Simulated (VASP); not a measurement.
## TaN: single point with PBEsol

TaN:

```xyz
2
Lattice="-0.0884 2.1634 2.1634 2.1634 -0.0884 2.1634 2.1634 2.1634 -0.0884" Properties=species:S:1:pos:R:3 pbc="T T T"
Ta    2.1192    2.1192    2.1192
N     0.0000    0.0000    0.0000
```

```
Program                : VASP 6.6.1
Task                   : single point
Functional             : PBEsol
Potentials or basis    : VASP PAW PBE potentials, release 64 (Ta_sv_GW, N)
Cutoff                 : 700 eV
k mesh                 : 20 × 20 × 20
Occupations            : gaussian, width 0.15 eV
Spin                   : no spin polarisation
Dipole correction      : no
Further INCAR settings : ALGO = Normal; EDIFF = 1e-06; NBANDS = 16
```

| Item | Value |
| --- | --- |
| Pressure | -8.6 GPa |
| Band gap on the k mesh | zero (bands 9 and 10 overlap by 4.65 eV) |

Stress tensor (GPa, compression positive):
```
-8.56  2.94  2.94
 2.94 -8.56  2.94
 2.94  2.94 -8.56
```

Levels at points of the mesh, in eV from the Fermi level:
```csv
k point,band 6,band 7,band 8,band 9,band 10,band 11,band 12,band 13
"(0.00, 0.00, 0.00)",-3.81,-3.81,-3.48,-2.40,-2.40,-1.48,0.13,0.13
"(0.50, 0.00, 0.00)",-10.28,-7.60,-7.01,1.31,1.37,2.84,3.89,7.23
"(0.50, 0.50, 0.00)",-6.56,-5.38,-4.70,-4.34,2.03,3.36,3.65,4.47
"(0.50, 0.50, 0.50)",-10.19,-7.81,-7.81,2.25,2.29,2.29,3.60,7.78
```

Wall time 5.7 min on 1 thread of Intel(R) Xeon(R) Platinum 8259CL CPU @ 2.50GHz (Skylake/Cascade Lake), on a shared host, peak memory 0.56 GiB.

Caveat: the cell stands under tension; the PAW data sets were made with another functional, which shifts forces and pressure a little; spin-orbit coupling is left out, which moves the levels of the heavy elements.
